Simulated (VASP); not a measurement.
# Ti in VASP: further runs

Ti is run at these levels: PBE0, LDA; tasks: single point.

Everything below comes from runs of VASP 6.6.1. Logs are shortened: lines on timing, memory, paths and dates and some standing lists are left out, and cuts for length are marked.

## (1) The cell of the first run

Symmetry: Fm-3m, No. 225, cubic system. Conventional cell: a = 4.060 Å, b = 4.060 Å, c = 4.060 Å, α = 90.00°, β = 90.00°, γ = 90.00°. Ti (site symmetry m-3m) has 12 Ti at 2.87 Å within 3.8 Å.

This isn't the form of Ti at room conditions, which is hcp.

## (2) Single point, PBE0

Input file POSCAR:

```
Ti
1.0
    0.0000000000      2.0300000000      2.0300000000
    2.0300000000      0.0000000000      2.0300000000
    2.0300000000      2.0300000000      0.0000000000
Ti
1
Direct
    0.0000000000      0.0000000000      0.0000000000
```

Input file INCAR.step1:

```
SYSTEM = Ti
  PREC = Accurate
  ENCUT = 520
  EDIFF = 1E-5
  ISMEAR = -1
  SIGMA = 0.1
  LREAL = .FALSE.
  LASPH = .TRUE.
  NELM = 80
  ALGO = Normal
  ISIF = 2
  LWAVE = .TRUE.
  NBANDS = 12
  GGA = PE
```

Input file INCAR.step2:

```
SYSTEM = Ti
  PREC = Accurate
  ENCUT = 520
  EDIFF = 1E-6
  ISMEAR = -1
  SIGMA = 0.1
  LREAL = .FALSE.
  LASPH = .TRUE.
  NELM = 80
  ALGO = Normal
  ISIF = 2
  LWAVE = .FALSE.
  LCHARG = .TRUE.
  GGA = PE
  LHFCALC = .TRUE.
  AEXX = 0.25
  PRECFOCK = Normal
  LELF = .TRUE.
  LVHAR = .TRUE.
  NBANDS = 12
  ISTART = 1
```

Input file KPOINTS:

```
regular mesh
0
G
  6 6 6
  0 0 0
```

Potentials or basis: VASP PAW PBE potentials, release 64 (Ti_sv).

Started as:

```
> cat potpaw_PBE.64/Ti_sv/POTCAR > POTCAR
> cp INCAR.step1 INCAR
> mpirun -np 1 vasp_std > vasp.out
> cp INCAR.step2 INCAR
> mpirun -np 1 vasp_std > vasp.out
```

OUTCAR:

```text
SYSTEM = Ti
   PREC = Accurate
   ENCUT = 520
   EDIFF = 1E-6
   ISMEAR = -1
   LREAL = .FALSE.
   LASPH = .TRUE.
   NELM = 80
   ISIF = 2
   GGA = PE
   LHFCALC = .TRUE.
   AEXX = 0.25
   PRECFOCK = Normal
   ISTART = 1

 ion  position               nearest neighbor table
   1  0.000  0.000  0.000-

  LATTYP: Found a face centered cubic cell.
 ALAT       =     4.0600000000

  Lattice vectors:

 A1 = (   0.0000000000,   2.0300000000,   2.0300000000)
 A2 = (   2.0300000000,   0.0000000000,   2.0300000000)
 A3 = (   2.0300000000,   2.0300000000,   0.0000000000)

Analysis of symmetry for initial positions (statically):
=====================================================================
 Subroutine PRICEL returns:
 Original cell was already a primitive cell.

 Routine SETGRP: Setting up the symmetry group for a
 face centered cubic supercell.

 Subroutine GETGRP returns: Found 48 space group operations
 (whereof 48 operations were pure point group operations)
 out of a pool of 48 trial point group operations.

The static configuration has the point symmetry O_h .

Analysis of symmetry for dynamics (positions and initial velocities):
=====================================================================
 Subroutine PRICEL returns:
 Original cell was already a primitive cell.

 Routine SETGRP: Setting up the symmetry group for a
 face centered cubic supercell.

 Subroutine GETGRP returns: Found 48 space group operations
 (whereof 48 operations were pure point group operations)
 out of a pool of 48 trial point group operations.

The dynamic configuration has the point symmetry O_h .

 Subroutine INISYM returns: Found 48 space group operations
 (whereof 48 operations are pure point group operations),
 and found     1 'primitive' translations

----------------------------------------------------------------------------------------

                                     Primitive cell

  volume of cell :      16.7309

  direct lattice vectors                    reciprocal lattice vectors
     0.000000000  2.030000000  2.030000000    -0.246305419  0.246305419  0.246305419
     2.030000000  0.000000000  2.030000000     0.246305419 -0.246305419  0.246305419
     2.030000000  2.030000000  0.000000000     0.246305419  0.246305419 -0.246305419

  length of vectors
     2.870853532  2.870853532  2.870853532     0.426613499  0.426613499  0.426613499

  position of ions in fractional coordinates (direct lattice)
     0.000000000  0.000000000  0.000000000

  ion indices of the primitive-cell ions
   primitive index   ion index
                 1           1

----------------------------------------------------------------------------------------

 KPOINTS: regular mesh

Automatic generation of k-mesh.
 Grid dimensions read from file:
 generate k-points for:    6    6    6

 Generating k-lattice:

  Cartesian coordinates                     Fractional coordinates (reciprocal lattice)
    -0.041050903  0.041050903  0.041050903     0.166666667  0.000000000  0.000000000
     0.041050903 -0.041050903  0.041050903     0.000000000  0.166666667  0.000000000
     0.041050903  0.041050903 -0.041050903     0.000000000  0.000000000  0.166666667

  Length of vectors
     0.071102250  0.071102250  0.071102250

  Shift w.r.t. Gamma in fractional coordinates (k-lattice)
     0.000000000  0.000000000  0.000000000

 Subroutine IBZKPT returns following result:
 ===========================================

 Found     16 irreducible k-points:

 Following reciprocal coordinates:
            Coordinates               Weight
  0.000000  0.000000  0.000000      1.000000
  0.166667  0.000000  0.000000      8.000000
  0.333333  0.000000  0.000000      8.000000
  0.500000  0.000000  0.000000      4.000000
  0.166667  0.166667  0.000000      6.000000
  0.333333  0.166667  0.000000     24.000000
[... 8 lines left out ...]
 -0.333333  0.333333  0.166667     24.000000
 -0.333333  0.500000  0.166667     12.000000
   k-points           NKPTS =     16   k-points in BZ     NKDIM =    216   number of bands    NBANDS=     12
   number of dos      NEDOS =    301   number of ions     NIONS =      1
   total plane-waves  NPLWV =  13824
   dimension x,y,z NGX =    24 NGY =   24 NGZ =   24
   dimension x,y,z NGXF=    48 NGYF=   48 NGZF=   48
   ions per type =               1
   NGX,Y,Z   is equivalent  to a cutoff of  13.90, 13.90, 13.90 a.u.
   NGXF,Y,Z  is equivalent  to a cutoff of  27.80, 27.80, 27.80 a.u.
 SYSTEM =  Ti
   PREC   = accura    normal or accurate (medium, high low for compatibility)
   ISTART =      1    job   : 0-new  1-cont  2-samecut
   ICHARG =      0    charge: 1-file 2-atom 10-const
   ISPIN  =      1    spin polarized calculation?
   LNONCOLLINEAR =      F non collinear calculations
   LSORBIT =      F    spin-orbit coupling
   LASPH  =      T    aspherical Exc in radial PAW
   ENCUT  =  520.0 eV  38.22 Ry    6.18 a.u.   5.34  5.34  5.34*2*pi/ulx,y,z
   NELM   =     80;   NELMIN=  2; NELMDL=  0     # of ELM steps
   EDIFF  = 0.1E-05   stopping-criterion for ELM
   LREAL  =      F    real-space projection
   EDIFFG = 0.1E-04   stopping-criterion for IOM
   NSW    =      0    number of steps for IOM
   IBRION =     -1    ionic relax: 0-MD 1-quasi-New 2-CG
   NFREE  =      0    steps in history (QN), initial steepest desc. (CG)
   ISIF   =      2    stress and relaxation
   ISYM   =      3    0-nonsym 1-usesym 2-fastsym
   POTIM  = 0.5000    time-step for ionic-motion
   TEBEG  =    0.0;   TEEND  =   0.0 temperature during run
   PSTRESS=    0.0 pullay stress
   NELECT =      12.0000    total number of electrons
   NUPDOWN=      -1.0000    fix difference up-down
   EMIN   =  10.00;   EMAX   =-10.00  energy-range for DOS
   EFERMI =   0.00;   METHOD = LEGACY
   ISMEAR =    -1;   SIGMA  =   0.10  broadening in eV -4-tet -1-fermi 0-gaus
   EFERMI_NEDOS =   21; number of points for ismear=-14 and -15
   IALGO  =     38    algorithm
   IMIX   =      1    mixing-type and parameters
     AMIX     =   0.40;   BMIX     =  1.00
     AMIX_MAG =   1.60;   BMIX_MAG =  1.00
  volume/ion in A,a.u.               =      16.73       112.91
  Fermi-wavevector in a.u.,A,eV,Ry     =   1.465421  2.769245 29.217967  2.147460
  Thomas-Fermi vector in A             =   2.581280
   LORBIT       =      0    0 simple, 1 ext, 2 COOP (PROOUT), +10 PAW based schemes
   GGA     = PE    functional components
   LHFCALC =     T    Hartree Fock is set to
   PRECFOCK=normal    Normal, Fast or Accurate (Low or Medium for compatibility)
   ENCUT4O =  -1.0   cutoff for four orbital integrals eV
   NKREDX  =     1    reduce k-point grid by
   NKREDY  =     1    reduce k-point grid by
   NKREDZ  =     1    reduce k-point grid by
   AEXX    =    0.2500 exact exchange contribution
   HFSCREEN=    0.0000 screening length (either q_TF or 0.3 A-1)
   HFSCREENC=   0.0000 screening length for correlation (either q_TF or 0.3 A-1)
   ENCUTFOCK=  -1.0 apply spherical cutoff to Coloumb kernel
   IVDW    =     0    specifies the selected vdW correction
   LEPSILON=     F    determine dielectric tensor
   LRPA    =     F    only Hartree local field effects (RPA)
 non-spin polarized calculation
  energy-cutoff  :      520.00
  volume of cell :       16.73
 maximum number of plane-waves:       464
 NGX is ok and might be reduce to    24
  NGX = 18; NGY = 18; NGZ = 18

 number of electron      12.0000002 magnetization

 Free energy of the ion-electron system (eV)
  ---------------------------------------------------
  ext. energy  EPLUGINS =         0.00000000
  ---------------------------------------------------
  free energy    TOTEN  =       -10.42269848 eV

  energy without entropy =      -10.40847142  energy(sigma->0) =      -10.41558495

 E-fermi :   8.5014     XC(G=0):  -9.2112

 val. band max:        8.3462843813   @ k =  -0.3333   0.3333   0.1667
 cond. band min:       9.0197873038   @ k =  -0.3333   0.3333   0.0000
 fundamental gap:      0.6735029225
 Fermi energy:         8.5013818847

 k-point     1 :       0.0000    0.0000    0.0000
  band No.  band energies     occupation
      1     -53.3702      2.00000
      2     -27.4901      2.00000
      3     -27.4901      2.00000
      4     -27.4901      2.00000
      5       0.7233      2.00000
      6      10.4369      0.00000
      7      10.4369      0.00000
      8      10.4369      0.00000
      9      12.6742      0.00000
     10      12.6742      0.00000
     11      25.2487      0.00000
     12      30.1701      0.00000

 k-point     2 :       0.1667    0.0000    0.0000
  band No.  band energies     occupation
      1     -53.3326      2.00000
      2     -27.7012      2.00000
      3     -27.5141      2.00000
      4     -27.5141      2.00000
      5       1.7380      2.00000
      6       9.6120      0.00003
      7      10.7107      0.00000
      8      10.7107      0.00000
      9      12.5012      0.00000
     10      12.5012      0.00000
     11      25.4624      0.00000
     12      26.5787      0.00000

 k-point     3 :       0.3333    0.0000    0.0000
  band No.  band energies     occupation
      1     -53.2567      2.00000
      2     -28.1115      2.00000
      3     -27.5606      2.00000
      4     -27.5606      2.00000
      5       3.9909      2.00000
      6       8.0847      1.96947
      7      10.6742      0.00000
      8      10.6742      0.00000
      9      13.0117      0.00000
     10      13.0117      0.00000
     11      21.0778      0.00000
     12      25.4821      0.00000

 k-point     4 :       0.5000    0.0000    0.0000
  band No.  band energies     occupation
      1     -53.2183      2.00000
      2     -28.3124      2.00000
      3     -27.5836      2.00000
      4     -27.5836      2.00000
      5       4.9083      2.00000
      6       9.1527      0.00296
      7      10.4412      0.00000
      8      10.4412      0.00000
      9      13.6406      0.00000
     10      13.6406      0.00000
     11      18.4803      0.00000
     12      24.5390      0.00000

 k-point     5 :       0.1667    0.1667    0.0000
  band No.  band energies     occupation
      1     -53.3202      2.00000
      2     -27.6980      2.00000
      3     -27.5572      2.00000
      4     -27.5572      2.00000
      5       2.0620      2.00000
      6       9.1882      0.00208
      7      11.0144      0.00000
      8      11.0144      0.00000
      9      11.7027      0.00000
     10      12.9510      0.00000
     11      26.4440      0.00000
     12      27.3194      0.00000
[... 108 lines left out ...]
      1     -53.1702      2.00000
      2     -28.2411      2.00000
      3     -27.7559      2.00000
      4     -27.7559      2.00000
      5       5.0940      2.00000
      6       5.8972      2.00000
      7      12.1526      0.00000
      8      13.8626      0.00000
      9      13.9078      0.00000
     10      13.9078      0.00000
     11      21.1628      0.00000
     12      21.9100      0.00000

 k-point    14 :       0.5000    0.3333    0.1667
  band No.  band energies     occupation
      1     -53.2070      2.00000
      2     -28.0947      2.00000
      3     -27.8015      2.00000
      4     -27.6519      2.00000
      5       5.5979      2.00000
      6       7.1885      2.00000
      7       9.2542      0.00107
      8      12.2339      0.00000
      9      12.6653      0.00000
     10      14.7781      0.00000
     11      22.0874      0.00000
     12      22.1047      0.00000

 k-point    15 :      -0.3333    0.3333    0.1667
  band No.  band energies     occupation
      1     -53.1818      2.00000
      2     -28.1122      2.00000
      3     -27.9021      2.00000
      4     -27.6954      2.00000
      5       6.7761      2.00000
      6       6.9231      2.00000
      7       8.3463      1.65011
      8      11.8712      0.00000
      9      13.4412      0.00000
     10      16.8260      0.00000
     11      18.2313      0.00000
     12      22.8679      0.00000

 k-point    16 :      -0.3333    0.5000    0.1667
  band No.  band energies     occupation
      1     -53.1697      2.00000
      2     -28.1252      2.00000
      3     -27.8817      2.00000
      4     -27.7690      2.00000
      5       5.9854      2.00000
      6       6.7060      2.00000
      7       9.6316      0.00002
      8      12.5652      0.00000
      9      13.9028      0.00000
     10      16.7985      0.00000
     11      20.1975      0.00000
     12      20.9200      0.00000

------------------------ aborting loop because EDIFF is reached ----------------------------------------

  FORCE on cell =-STRESS in cart. coord.  units (eV):
  Direction    XX          YY          ZZ          XY          YZ          ZX
  --------------------------------------------------------------------------------------
  -------------------------------------------------------------------------------------
  Total        0.3260366      0.3260366      0.3260366      0.0000000     -0.0000000      0.0000000
  in kB       31.2218625     31.2218625     31.2218625      0.0000000     -0.0000000      0.0000000
  external PRESSURE =      31.2218625 kB  Pullay stress =       0.0000000 kB

 VOLUME and BASIS-vectors are now :
 -----------------------------------------------------------------------------
  energy-cutoff  :      520.00
  volume of cell :       16.73
      direct lattice vectors                 reciprocal lattice vectors
     0.000000000  2.030000000  2.030000000    -0.246305419  0.246305419  0.246305419
     2.030000000  0.000000000  2.030000000     0.246305419 -0.246305419  0.246305419
     2.030000000  2.030000000  0.000000000     0.246305419  0.246305419 -0.246305419

 POSITION                                       TOTAL-FORCE (eV/Angst)
 -----------------------------------------------------------------------------------
      0.00000      0.00000      0.00000         0.000000     -0.000000     -0.000000
 -----------------------------------------------------------------------------------
    total drift:                                0.000000     -0.000000      0.000000

  FREE ENERGIE OF THE ION-ELECTRON SYSTEM (eV)
  ---------------------------------------------------
  free  energy   TOTEN  =       -10.4226984807 eV

  energy  without entropy=      -10.4084714193  energy(sigma->0) =      -10.41558495
```

Wall time 13 min (1 thread of Intel Xeon 6975P-C (Granite Rapids), shared host); peak memory 0.15 GiB.

What came out:

| Item | Value |
| --- | --- |
| Free energy | -10.4227 eV |
| Pressure | 3.1 GPa |
| Band gap on the k mesh | zero (bands 6 and 7 overlap by 2.09 eV) |

Caveat: the k points lie up to 0.45 Å⁻¹ apart, too coarse for converged energies and pressures of a metal; the PAW data sets were made with another functional, which shifts forces and pressure a little.

## (3) Single point, LDA

Input file INCAR:

```
ALGO     = Fast           # electronic algorithm
EDIFF    = 1E-6           # SCF threshold, eV
ENCUT    = 520            # plane-wave cutoff, eV
ISIF     = 2              # what is computed and relaxed
ISMEAR   = 1              # smearing method
LASPH    = T              # aspherical terms in the spheres
LCHARG   = T              # write CHGCAR
LELF     = T              # ELF
LREAL    = F              # projectors in reciprocal space
LVHAR    = T            
LWAVE    = F              # write WAVECAR
NBANDS   = 12             # bands
NELM     = 80             # most SCF steps
PREC     = Accurate       # precision mode
SIGMA    = 0.05           # smearing width, eV
```

Input file KPOINTS:

```
k-points
0
Gamma
  19 18 18
```

Input file POSCAR:

```
Ti
1.0
    0.0217680000      1.9986910000      2.0313150000
    2.0064570000      0.0029940000      2.0500890000
    2.0395050000      2.0505140000     -0.0300550000
Ti
1
Direct
   -0.0156700000      0.0038100000      0.0066290000
```

Potentials or basis: VASP PAW LDA potentials, release 64 (Ti_sv).

Started as:

```
> cat potpaw_LDA.64/Ti_sv/POTCAR > POTCAR
> mpirun -np 1 vasp_std > vasp.out
```

OUTCAR:

```text
EDIFF = 1E-6
   ENCUT = 520
   ISIF = 2
   ISMEAR = 1
   LASPH = T
   LREAL = F
   NELM = 80
   PREC = Accurate

 ion  position               nearest neighbor table
   1  0.984  0.004  0.007-

  Warning from LATTYP: Got some problem with cell dimensions!
  Tried to take original basis but could not verify dimensions!
  LATTYP: Found a triclinic cell.
 ALAT       =     2.8498210801
 B/A-ratio  =     1.0148871558
 C/A-ratio  =     0.9876519367
 COS(alpha) =     0.0055260921
[... 550 lines left out ...]
     12      23.8712      0.00000

 [... further k-points ...]

------------------------ aborting loop because EDIFF is reached ----------------------------------------

  FORCE on cell =-STRESS in cart. coord.  units (eV):
  Direction    XX          YY          ZZ          XY          YZ          ZX
  --------------------------------------------------------------------------------------
  -------------------------------------------------------------------------------------
  Total       -0.5062301     -0.5231086     -0.5743075     -0.1402935      0.1260210      0.0273749
  in kB      -48.4775306    -50.0938503    -54.9967522    -13.4347609     12.0680024      2.6214728
  external PRESSURE =     -51.1893777 kB  Pullay stress =       0.0000000 kB

 VOLUME and BASIS-vectors are now :
 -----------------------------------------------------------------------------
  energy-cutoff  :      520.00
  volume of cell :       16.73
      direct lattice vectors                 reciprocal lattice vectors
     0.021768000  1.998691000  2.031315000    -0.251261938  0.253511952  0.245544100
     2.006457000  0.002994000  2.050089000     0.252546052 -0.247658126  0.240974267
     2.039505000  2.050514000 -0.030055000     0.244543003  0.240939312 -0.239690273

 POSITION                                       TOTAL-FORCE (eV/Angst)
 -----------------------------------------------------------------------------------
      0.04259      1.98098      2.00710         0.000000      0.000000     -0.000000
 -----------------------------------------------------------------------------------
    total drift:                                0.000006      0.000004     -0.000009

  FREE ENERGIE OF THE ION-ELECTRON SYSTEM (eV)
  ---------------------------------------------------
  free  energy   TOTEN  =        -8.4833060808 eV

  energy  without entropy=       -8.4833014699  energy(sigma->0) =       -8.48330454
```

stdout:

```text
POSCAR found type information on POSCAR Ti
 POSCAR found :  1 types and       1 ions
 scaLAPACK will be used
 LDA part: xc-table for (Slater(with rela. corr.)+CA(PZ))
 , standard interpolation
 POSCAR, INCAR and KPOINTS ok, starting setup
 FFT: planning ... GRIDC
 FFT: planning ... GRID_SOFT
 FFT: planning ... GRID
 WAVECAR not read
 entering main loop
WARNING in EDDRMM: call to ZHEGV failed, returncode =   8  4      6
WARNING in EDDRMM: call to ZHEGV failed, returncode =   8  4      5
WARNING in EDDRMM: call to ZHEGV failed, returncode =   6  3      5
WARNING in EDDRMM: call to ZHEGV failed, returncode =   6  3      6
WARNING in EDDRMM: call to ZHEGV failed, returncode =   8  4      5
WARNING in EDDRMM: call to ZHEGV failed, returncode =   6  3      6
WARNING in EDDRMM: call to ZHEGV failed, returncode =   6  3      6
WARNING in EDDRMM: call to ZHEGV failed, returncode =   8  4     12
WARNING in EDDRMM: call to ZHEGV failed, returncode =   6  3      9
WARNING in EDDRMM: call to ZHEGV failed, returncode =   6  3     10
[... 37 lines left out ...]
WARNING in EDDRMM: call to ZHEGV failed, returncode =   6  3      5
WARNING in EDDRMM: call to ZHEGV failed, returncode =   6  3      9
WARNING in EDDRMM: call to ZHEGV failed, returncode =   6  3      5
WARNING in EDDRMM: call to ZHEGV failed, returncode =   6  3      7
WARNING in EDDRMM: call to ZHEGV failed, returncode =   6  3      7
WARNING in EDDRMM: call to ZHEGV failed, returncode =   6  3      5
WARNING in EDDRMM: call to ZHEGV failed, returncode =   6  3     10
WARNING in EDDRMM: call to ZHEGV failed, returncode =   6  3     10
WARNING in EDDRMM: call to ZHEGV failed, returncode =   6  3      8
WARNING in EDDRMM: call to ZHEGV failed, returncode =   6  3      5
```

Wall time 7 min (1 thread of Intel Xeon 6975P-C (Granite Rapids), shared host); peak memory 0.67 GiB.

What came out:

```
Free energy            : -8.4833 eV
Pressure               : -5.1 GPa
Band gap on the k mesh : zero (bands 6 and 7 overlap by 1.26 eV)
```

Stress tensor (GPa, compression positive):
```
-4.85 -1.34  0.26
-1.34 -5.01  1.21
 0.26  1.21 -5.50
```

Caveat: the cell stands under tension.

The gap in the log of VASP goes by the Fermi energy; the results here count the filled bands.